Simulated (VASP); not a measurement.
# SiO2 (P6_522) in VASP: a series of runs

Runs on SiO2. Level: LDA. Tasks: single point.

Program: VASP 6.6.1. These are calculated values, not measurements. Logs are shortened: lines on timing, memory, paths and dates and some standing lists are left out, and cuts for length are marked.

**1. The cell of the first run**

Symmetry: P6_522, No. 179, hexagonal system. The conventional cell has a = 7.167 Å, b = 7.167 Å, c = 6.774 Å, α = 90.00°, β = 90.00°, γ = 120.00°. Within 2.1 Å of Si (site symmetry 2) lie 4 O at 1.57 Å. Within 2.1 Å of O (site symmetry 2) lie 2 Si at 1.57 Å. O (site symmetry 2) has 2 Si at 1.57 Å within 2.1 Å.

**2. Single point, LDA (16.74 Å³/atom)**

INCAR reads:

```
SYSTEM = SiO2
  ALGO = Normal
  EDIFF = 1E-6
  ENCUT = 520
  ISIF = 2
  ISMEAR = 0
  LASPH = .TRUE.
  LCHARG = .TRUE.
  LELF = .TRUE.
  LREAL = Auto
  LVHAR = .TRUE.
  LWAVE = .FALSE.
  NBANDS = 63
  NELM = 80
  PREC = Accurate
  SIGMA = 0.02
```

KPOINTS reads:

```
k-points
0
G
  6 6 4
  0 0 0
```

POSCAR reads:

```
SiO2
1.0
    7.1671802227      0.0000000000      0.0000000000
   -3.5835901114      6.2069601463      0.0000000000
    0.0000000000      0.0000000000      6.7738110222
Si O
6 12
Direct
    0.5368723385      0.7684361692      0.4166666667
    0.4631276615      0.2315638308      0.9166666667
    0.2315638308      0.4631276615      0.7500000000
    0.7684361692      0.2315638308      0.5833333333
    0.7684361692      0.5368723385      0.2500000000
    0.2315638308      0.7684361692      0.0833333333
    0.6097444187      0.3902555813      0.0833333333
    0.0000000000      0.6912900308      0.1666666667
    0.7805111626      0.3902555813      0.4166666667
    0.6912900308      0.6912900308      0.3333333333
    0.3087099692      0.3087099692      0.8333333333
    0.6097444187      0.2194888374      0.7500000000
    0.2194888374      0.6097444187      0.9166666667
    0.3087099692      0.0000000000      0.0000000000
    0.0000000000      0.3087099692      0.6666666667
    0.3902555813      0.7805111626      0.2500000000
    0.3902555813      0.6097444187      0.5833333333
    0.6912900308      0.0000000000      0.5000000000
```

Potentials or basis: VASP PAW LDA potentials, release 64 (Si, O).

Started as:

```sh
cat potpaw_LDA.64/Si/POTCAR potpaw_LDA.64/O/POTCAR > POTCAR
mpirun -np 1 vasp_std > vasp.out
```

OUTCAR:

```text
SYSTEM = SiO2
   EDIFF = 1E-6
   ENCUT = 520
   ISIF = 2
   ISMEAR = 0
   LASPH = .TRUE.
   LREAL = Auto
   NELM = 80
   PREC = Accurate

 ion  position               nearest neighbor table
   1  0.537  0.768  0.417-  10 1.57  18 1.57  17 1.57  16 1.57   5 3.09   4 3.09   3 3.14   6 3.14

   2  0.463  0.232  0.917-  11 1.57  14 1.57   7 1.57  12 1.57   3 3.09   6 3.09   5 3.14   4 3.14

   3  0.232  0.463  0.750-  11 1.57  15 1.57  17 1.57  13 1.57   2 3.09   4 3.09   1 3.14   6 3.14

   4  0.768  0.232  0.583-  18 1.57  15 1.57   9 1.57  12 1.57   1 3.09   3 3.09   5 3.14   2 3.14

   5  0.768  0.537  0.250-  10 1.57   8 1.57   7 1.57   9 1.57   1 3.09   6 3.09   2 3.14   4 3.14

   6  0.232  0.768  0.083-  14 1.57   8 1.57  13 1.57  16 1.57   2 3.09   5 3.09   3 3.14   1 3.14

   7  0.610  0.390  0.083-   2 1.57   5 1.57
   8  0.000  0.691  0.167-   5 1.57   6 1.57
   9  0.781  0.390  0.417-   4 1.57   5 1.57
  10  0.691  0.691  0.333-   5 1.57   1 1.57
  11  0.309  0.309  0.833-   3 1.57   2 1.57
  12  0.610  0.219  0.750-   4 1.57   2 1.57
  13  0.219  0.610  0.917-   6 1.57   3 1.57
  14  0.309  0.000  0.000-   2 1.57   6 1.57
  15  0.000  0.309  0.667-   3 1.57   4 1.57
  16  0.390  0.781  0.250-   6 1.57   1 1.57
  17  0.390  0.610  0.583-   1 1.57   3 1.57
  18  0.691  0.000  0.500-   1 1.57   4 1.57

  LATTYP: Found a hexagonal cell.
 ALAT       =     7.1671802227
 C/A-ratio  =     0.9451152073

  Lattice vectors:

 A1 = (   7.1671802227,   0.0000000000,   0.0000000000)
 A2 = (  -3.5835901114,   6.2069601463,   0.0000000000)
 A3 = (   0.0000000000,   0.0000000000,   6.7738110222)

Analysis of symmetry for initial positions (statically):
=====================================================================
 Subroutine PRICEL returns:
 Original cell was already a primitive cell.

 Routine SETGRP: Setting up the symmetry group for a
 hexagonal supercell.

 Subroutine GETGRP returns: Found 12 space group operations
 (whereof  2 operations were pure point group operations)
 out of a pool of 24 trial point group operations.

The static configuration has the point symmetry C_2 .
 The point group associated with its full space group is D_6 .

Analysis of symmetry for dynamics (positions and initial velocities):
=====================================================================
 Subroutine PRICEL returns:
 Original cell was already a primitive cell.

 Routine SETGRP: Setting up the symmetry group for a
 hexagonal supercell.

 Subroutine GETGRP returns: Found 12 space group operations
 (whereof  2 operations were pure point group operations)
 out of a pool of 24 trial point group operations.

The dynamic configuration has the point symmetry C_2 .
 The point group associated with its full space group is D_6 .

 Subroutine INISYM returns: Found 12 space group operations
 (whereof  2 operations are pure point group operations),
 and found     1 'primitive' translations

----------------------------------------------------------------------------------------

                                     Primitive cell

  volume of cell :     301.3425

  direct lattice vectors                    reciprocal lattice vectors
     7.167180223  0.000000000  0.000000000     0.139524886  0.080554730  0.000000000
    -3.583590111  6.206960146  0.000000000     0.000000000  0.161109460  0.000000000
     0.000000000  0.000000000  6.773811022     0.000000000  0.000000000  0.147627384

  length of vectors
     7.167180223  7.167180223  6.773811022     0.161109460  0.161109460  0.147627384

  position of ions in fractional coordinates (direct lattice)
     0.536872338  0.768436169  0.416666667
     0.463127662  0.231563831  0.916666667
     0.231563831  0.463127662  0.750000000
     0.768436169  0.231563831  0.583333333
     0.768436169  0.536872338  0.250000000
     0.231563831  0.768436169  0.083333333
[... 10 lines left out ...]
     0.390255581  0.609744419  0.583333333
     0.691290031  0.000000000  0.500000000

  ion indices of the primitive-cell ions
   primitive index   ion index
                 1           1
                 2           2
                 3           3
                 4           4
                 5           5
                 6           6
[... 10 lines left out ...]
                17          17
                18          18

----------------------------------------------------------------------------------------

 KPOINTS: k-points

Automatic generation of k-mesh.
 Grid dimensions read from file:
 generate k-points for:    6    6    4

 Generating k-lattice:

  Cartesian coordinates                     Fractional coordinates (reciprocal lattice)
     0.023254148  0.013425788  0.000000000     0.166666667  0.000000000  0.000000000
     0.000000000  0.026851577  0.000000000     0.000000000  0.166666667  0.000000000
     0.000000000  0.000000000  0.036906846     0.000000000  0.000000000  0.250000000

  Length of vectors
     0.026851577  0.026851577  0.036906846

  Shift w.r.t. Gamma in fractional coordinates (k-lattice)
     0.000000000  0.000000000  0.000000000

 Subroutine IBZKPT returns following result:
 ===========================================

 Found     21 irreducible k-points:

 Following reciprocal coordinates:
            Coordinates               Weight
  0.000000  0.000000  0.000000      1.000000
  0.166667  0.000000  0.000000      6.000000
  0.333333  0.000000  0.000000      6.000000
  0.500000  0.000000  0.000000      3.000000
  0.166667  0.166667  0.000000      6.000000
  0.333333  0.166667  0.000000     12.000000
[... 13 lines left out ...]
  0.333333  0.166667  0.500000     12.000000
  0.333333  0.333333  0.500000      2.000000
   k-points           NKPTS =     21   k-points in BZ     NKDIM =     21   number of bands    NBANDS=     63
   number of dos      NEDOS =    301   number of ions     NIONS =     18
   total plane-waves  NPLWV = 145800
   dimension x,y,z NGX =    54 NGY =   54 NGZ =   50
   dimension x,y,z NGXF=   108 NGYF=  108 NGZF=  100
   ions per type =               6  12
   NGX,Y,Z   is equivalent  to a cutoff of  12.53, 12.53, 12.27 a.u.
   NGXF,Y,Z  is equivalent  to a cutoff of  25.05, 25.05, 24.54 a.u.
 SYSTEM =  SiO2
   PREC   = accura    normal or accurate (medium, high low for compatibility)
   ISTART =      0    job   : 0-new  1-cont  2-samecut
   ICHARG =      2    charge: 1-file 2-atom 10-const
   ISPIN  =      1    spin polarized calculation?
   LNONCOLLINEAR =      F non collinear calculations
   LSORBIT =      F    spin-orbit coupling
   LASPH  =      T    aspherical Exc in radial PAW
   ENCUT  =  520.0 eV  38.22 Ry    6.18 a.u.  13.33 13.33 12.59*2*pi/ulx,y,z
   NELM   =     80;   NELMIN=  2; NELMDL= -5     # of ELM steps
   EDIFF  = 0.1E-05   stopping-criterion for ELM
   LREAL  =      T    real-space projection
   EDIFFG = 0.1E-04   stopping-criterion for IOM
   NSW    =      0    number of steps for IOM
   IBRION =     -1    ionic relax: 0-MD 1-quasi-New 2-CG
   NFREE  =      0    steps in history (QN), initial steepest desc. (CG)
   ISIF   =      2    stress and relaxation
   ISYM   =      2    0-nonsym 1-usesym 2-fastsym
   POTIM  = 0.5000    time-step for ionic-motion
   TEBEG  =    0.0;   TEEND  =   0.0 temperature during run
   PSTRESS=    0.0 pullay stress
   NELECT =      96.0000    total number of electrons
   NUPDOWN=      -1.0000    fix difference up-down
   EMIN   =  10.00;   EMAX   =-10.00  energy-range for DOS
   EFERMI =   0.00;   METHOD = LEGACY
   ISMEAR =     0;   SIGMA  =   0.02  broadening in eV -4-tet -1-fermi 0-gaus
   EFERMI_NEDOS =   21; number of points for ismear=-14 and -15
   IALGO  =     38    algorithm
   IMIX   =      4    mixing-type and parameters
     AMIX     =   0.40;   BMIX     =  1.00
     AMIX_MAG =   1.60;   BMIX_MAG =  1.00
  volume/ion in A,a.u.               =      16.74       112.98
  Fermi-wavevector in a.u.,A,eV,Ry     =   1.118094  2.112892 17.009119  1.250135
  Thomas-Fermi vector in A             =   2.254723
   LORBIT       =      0    0 simple, 1 ext, 2 COOP (PROOUT), +10 PAW based schemes
   GGA     = CA    functional components
   LHFCALC =     F    Hartree Fock is set to
   AEXX    =    0.0000 exact exchange contribution
   IVDW    =     0    specifies the selected vdW correction
   LEPSILON=     F    determine dielectric tensor
   LRPA    =     F    only Hartree local field effects (RPA)
 non-spin polarized calculation
 Gauss-broadening in eV      SIGMA  =   0.02
  energy-cutoff  :      520.00
  volume of cell :      301.34
 maximum number of plane-waves:      8191
 NGX is ok and might be reduce to    54
   NGX = 27   NGY = 27   NGZ = 25

 number of electron      95.9999998 magnetization

 Free energy of the ion-electron system (eV)
  ---------------------------------------------------
  ext. energy  EPLUGINS =         0.00000000
  ---------------------------------------------------
  free energy    TOTEN  =      -154.90252145 eV

  energy without entropy =     -154.90252145  energy(sigma->0) =     -154.90252145

 E-fermi :  -1.2323     XC(G=0):  -7.8664

 val. band max:       -1.3201830886   @ k =   0.3333   0.3333   0.0000
 cond. band min:       4.3815822567   @ k =   0.0000   0.0000   0.0000
 fundamental gap:      5.7017653453
 Fermi energy:        -1.2322544509

 k-point     1 :       0.0000    0.0000    0.0000
  band No.  band energies     occupation
      1     -20.6506      2.00000
      2     -19.7015      2.00000
      3     -19.6769      2.00000
      4     -19.6769      2.00000
      5     -19.1201      2.00000
      6     -19.1201      2.00000
[... 52 lines left out ...]
     59       9.1143      0.00000
     60       9.1143      0.00000

 k-point     2 :       0.1667    0.0000    0.0000
  band No.  band energies     occupation
      1     -20.6124      2.00000
      2     -19.8184      2.00000
      3     -19.6850      2.00000
      4     -19.6803      2.00000
      5     -19.1125      2.00000
      6     -19.0317      2.00000
[... 1186 lines left out ...]
     59       8.8746      0.00000
     60       8.8746      0.00000

 k-point    21 :       0.3333    0.3333    0.5000
  band No.  band energies     occupation
      1     -20.1513      2.00000
      2     -20.1513      2.00000
      3     -19.9535      2.00000
      4     -19.9535      2.00000
      5     -18.8612      2.00000
      6     -18.8612      2.00000
[... 52 lines left out ...]
     59       8.8553      0.00000
     60       8.8553      0.00000
 [bands above 60 left out]

------------------------ aborting loop because EDIFF is reached ----------------------------------------

  FORCE on cell =-STRESS in cart. coord.  units (eV):
  Direction    XX          YY          ZZ          XY          YZ          ZX
  --------------------------------------------------------------------------------------
  -------------------------------------------------------------------------------------
  Total       17.4390755     17.4390755     17.2189779     -0.0000000      0.0000000      0.0000000
  in kB       92.7200551     92.7200551     91.5498407     -0.0000000      0.0000000      0.0000000
  external PRESSURE =      92.3299836 kB  Pullay stress =       0.0000000 kB

 VOLUME and BASIS-vectors are now :
 -----------------------------------------------------------------------------
  energy-cutoff  :      520.00
  volume of cell :      301.34
      direct lattice vectors                 reciprocal lattice vectors
     7.167180223  0.000000000  0.000000000     0.139524886  0.080554730  0.000000000
    -3.583590111  6.206960146  0.000000000     0.000000000  0.161109460  0.000000000
     0.000000000  0.000000000  6.773811022     0.000000000  0.000000000  0.147627384

 POSITION                                       TOTAL-FORCE (eV/Angst)
 -----------------------------------------------------------------------------------
      1.09410      4.76965      2.82242         0.019281      0.011132      0.000000
      2.48949      1.43731      6.20933        -0.019281     -0.011132      0.000000
      0.00000      2.87461      5.08036         0.000000     -0.022263      0.000000
      4.67769      1.43731      3.95139         0.019281     -0.011132      0.000000
      3.58359      3.33235      1.69345        -0.000000      0.022263      0.000000
     -1.09410      4.76965      0.56448        -0.019281      0.011132      0.000000
[... 10 lines left out ...]
      0.61196      3.78466      3.95139         0.000067     -0.000039     -0.000000
      4.95460      0.00000      3.38691        -0.005124      0.000000      0.000000
 -----------------------------------------------------------------------------------
    total drift:                                0.000002     -0.000001     -0.000000

  FREE ENERGIE OF THE ION-ELECTRON SYSTEM (eV)
  ---------------------------------------------------
  free  energy   TOTEN  =      -154.9025214549 eV

  energy  without entropy=     -154.9025214549  energy(sigma->0) =     -154.90252145
```

Wall time 9.3 min (1 thread of Intel Xeon Platinum 8259CL at 2.50GHz (Skylake/Cascade Lake), shared host); peak memory 0.42 GiB.

Results:

| Property | Result |
| --- | --- |
| Free energy | -154.9025 eV |
| Pressure | 9.2 GPa |
| Largest force | 0.022 eV/Å |
| Band gap on the k mesh | 5.70 eV (least direct gap 5.84 eV) |

Forces in eV/Å, atoms in the order of the input:
```
Si   0.019  0.011  0.000
Si  -0.019 -0.011  0.000
Si   0.000 -0.022  0.000
Si   0.019 -0.011  0.000
Si   0.000  0.022  0.000
Si  -0.019  0.011  0.000
O    0.000  0.000  0.000
O    0.003 -0.004  0.000
O    0.000  0.000  0.000
O   -0.003 -0.004  0.000
O    0.003  0.004  0.000
O    0.000  0.000  0.000
O    0.000  0.000  0.000
O    0.005  0.000  0.000
O   -0.003  0.004  0.000
O    0.000  0.000  0.000
O    0.000  0.000  0.000
O   -0.005  0.000  0.000
```

Levels at points of the mesh, in eV from the valence-band top:
| k point | band 46 | band 47 | band 48 | band 49 | band 50 | band 51 |
| --- | --- | --- | --- | --- | --- | --- |
| (0.00, 0.00, 0.00) | -0.27 | -0.14 | -0.14 | 5.70 | 8.59 | 8.59 |
| (0.50, 0.00, 0.00) | -0.22 | -0.08 | -0.03 | 6.91 | 7.11 | 8.58 |
| (0.00, 0.00, 0.50) | -0.26 | -0.23 | -0.23 | 6.84 | 6.84 | 9.29 |
| (0.50, 0.00, 0.50) | -0.15 | -0.04 | -0.04 | 7.82 | 7.82 | 7.96 |

Caveat: the cell stands under pressure. A k mesh can miss the band edges.

**3. Single point, LDA (17.28 Å³/atom)**

This run uses another cell than the first one, of 17.28 Å³/atom.

INCAR reads:

```
SYSTEM = SiO2
ALGO = Normal
EDIFF = 1E-7
ENCUT = 520
GGA = CA
ISIF = 2
ISMEAR = 0
LASPH = .True.
LCHARG = .False.
LREAL = Auto
LWAVE = .False.
NBANDS = 63
NELM = 80
PREC = Accurate
SIGMA = 0.02
```

KPOINTS reads:

```
k-points
0
Gamma
  6 6 4
  0 0 0
```

POSCAR reads:

```
SiO2
1.0
    7.2167753982      0.0000000000      0.0000000000
   -3.6083876991      6.2499108282      0.0000000000
    0.0000000000      0.0000000000      6.8942531908
Si O
6 12
Direct
    0.5350867516      0.7675433758      0.4166666667
    0.4649132484      0.2324566242      0.9166666667
    0.2324566242      0.4649132484      0.7500000000
    0.7675433758      0.2324566242      0.5833333333
    0.7675433758      0.5350867516      0.2500000000
    0.2324566242      0.7675433758      0.0833333333
    0.6114320348      0.3885679652      0.0833333333
    0.0000000000      0.6868973954      0.1666666667
    0.7771359304      0.3885679652      0.4166666667
    0.6868973954      0.6868973954      0.3333333333
    0.3131026046      0.3131026046      0.8333333333
    0.6114320348      0.2228640696      0.7500000000
    0.2228640696      0.6114320348      0.9166666667
    0.3131026046      0.0000000000      0.0000000000
    0.0000000000      0.3131026046      0.6666666667
    0.3885679652      0.7771359304      0.2500000000
    0.3885679652      0.6114320348      0.5833333333
    0.6868973954      0.0000000000      0.5000000000
```

Potentials or basis: VASP PAW LDA potentials, release 64 (Si, O).

Started as:

```sh
cat potpaw_LDA.64/Si/POTCAR potpaw_LDA.64/O/POTCAR > POTCAR
mpirun -np 1 vasp_std > vasp.out
```

Run time: 10 min. Hardware: 1 thread of Intel Xeon Platinum 8259CL at 2.50GHz (Skylake/Cascade Lake), shared host; peak memory 0.45 GiB.

It converged, with:

```yaml
Free_energy: -155.3232 eV
Pressure: 4.6 GPa
Largest_force: 0.018 eV/Å
Band_gap_on_the_k_mesh: 5.70 eV (least direct gap 5.84 eV)
```

Forces on the atoms (eV/Å):
```
Si   0.015  0.009  0.000
Si  -0.015 -0.009  0.000
Si   0.000 -0.018  0.000
Si   0.015 -0.009  0.000
Si   0.000  0.018  0.000
Si  -0.015  0.009  0.000
O   -0.001  0.001  0.000
O    0.002 -0.004  0.000
O    0.001  0.001  0.000
O   -0.002 -0.004  0.000
O    0.002  0.004  0.000
O    0.000 -0.001  0.000
O   -0.001 -0.001  0.000
O    0.005  0.000  0.000
O   -0.002  0.004  0.000
O    0.000  0.001  0.000
O    0.001 -0.001  0.000
O   -0.005  0.000  0.000
```

Levels at points of the mesh, in eV from the valence-band top:
```csv
k point,band 46,band 47,band 48,band 49,band 50,band 51
"(0.00, 0.00, 0.00)",-0.27,-0.15,-0.15,5.70,8.57,8.57
"(0.50, 0.00, 0.00)",-0.18,-0.05,-0.03,6.89,7.09,8.56
"(0.00, 0.00, 0.50)",-0.24,-0.16,-0.16,6.81,6.81,9.30
"(0.50, 0.00, 0.50)",-0.11,-0.03,-0.03,7.80,7.80,7.88
```

Caveat: the cell stands under pressure. A k mesh can miss the band edges.
